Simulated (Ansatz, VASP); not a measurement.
Two plane-wave programs on NiPt4

Contents of INCAR:

```
SYSTEM = NiPt4
PREC = Accurate ; ENCUT = 520
EDIFF = 1E-7 ; ISMEAR = 0
SIGMA = 0.1 ; LREAL = .FALSE.
LASPH = .TRUE. ; NELM = 150
ALGO = Fast ; ISIF = 2
LWAVE = .FALSE. ; LCHARG = .TRUE.
ISPIN = 2 ; MAGMOM = 2 0 0 0 0
LORBIT = 11 ; LMAXMIX = 4
GGA = PE ; LELF = .TRUE.
LVHAR = .TRUE. ; NBANDS = 37
```

Contents of KPOINTS:

```
regular mesh
0
G
  6 6 6
  0 0 0
```

The input POSCAR:

```
NiPt4
1.0
   -3.0874337000      3.0874337000      1.9526645300
    3.0874337000     -3.0874337000      1.9526645300
    3.0874337000      3.0874337000     -1.9526645300
Ni Pt
1 4
Direct
    0.5000000000      0.5000000000      0.0000000000
    0.1000000000      0.7000000000      0.8000000000
    0.9000000000      0.3000000000      0.2000000000
    0.7000000000      0.9000000000      0.6000000000
    0.3000000000      0.1000000000      0.4000000000
```

Input for Ansatz:

```yaml
crystal:
  lattice:
    - [-3.0874337, 3.0874337, 1.95266453]
    - [3.0874337, -3.0874337, 1.95266453]
    - [3.0874337, 3.0874337, -1.95266453]
  atoms:
    - { symbol: Ni, position: [0.5, 0.5, 0.0], spin: 2.0 }
    - { symbol: Pt, position: [0.1, 0.7, 0.8] }
    - { symbol: Pt, position: [0.9, 0.3, 0.2] }
    - { symbol: Pt, position: [0.7, 0.9, 0.6] }
    - { symbol: Pt, position: [0.3, 0.1, 0.4] }
basis:
  ecutwfc: 420
kpoints:
  mp_grid: { grid: [6, 6, 6] }
hamiltonian:
  xc: pbe
scf:
  occupations: { method: gaussian, width: 0.1 }
  lower_state_search: "off"
output:
  forces: true
  stress: true
  eigenvalues: true
  populations: true
magnetization:
  spin_polarized: true
```

Alike in both runs: task single point; functional PBE; k mesh 6 × 6 × 6; occupations gaussian, width 0.1 eV; collinear spin.

|  | VASP | Ansatz |
| --- | --- | --- |
| version | VASP 6.6.1 | Ansatz 0.2.0 |
| potentials or method | VASP PAW PBE potentials, release 64 (Ni, Pt), cutoff 520 eV | scalar-relativistic, plane waves, PAW |
| valence electrons in the cell | 50 | 90 |

Ansatz gave:

```
gap on the k mesh at the Fermi level (eV)                     : none
pressure (GPa)                                                : -0.8
traceless stress, the component that is largest in VASP (GPa) : 0.09
rms of the force components (eV/Å)                            : 0.242
net moment per atom (μB)                                      : 0.33
size of the moment on the site where the two differ most (μB) : 0.77
```

**Question.** What did VASP give for the same quantities?

**Answer.** gap on the k mesh at the Fermi level (eV): none; pressure (GPa): -1.2; traceless stress, the component that is largest in VASP (GPa): 0.09; rms of the force components (eV/Å): 0.238; net moment per atom (μB): 0.32; size of the moment on the site where the two differ most (μB): 0.74.

Site moments also hang on the region over which each program counts them. Atom by atom the forces differ by 0.004 eV/Å (rms over components). A gap of «none» marks a metal or a gap that the smearing closes. With one functional, cell and mesh, what is left measures potentials, basis and numerics. VASP's potentials hold 50 valence electrons a cell and Ansatz's 90, so a difference there can come from the potentials and not from the codes.

Neither program's run includes spin-orbit coupling.
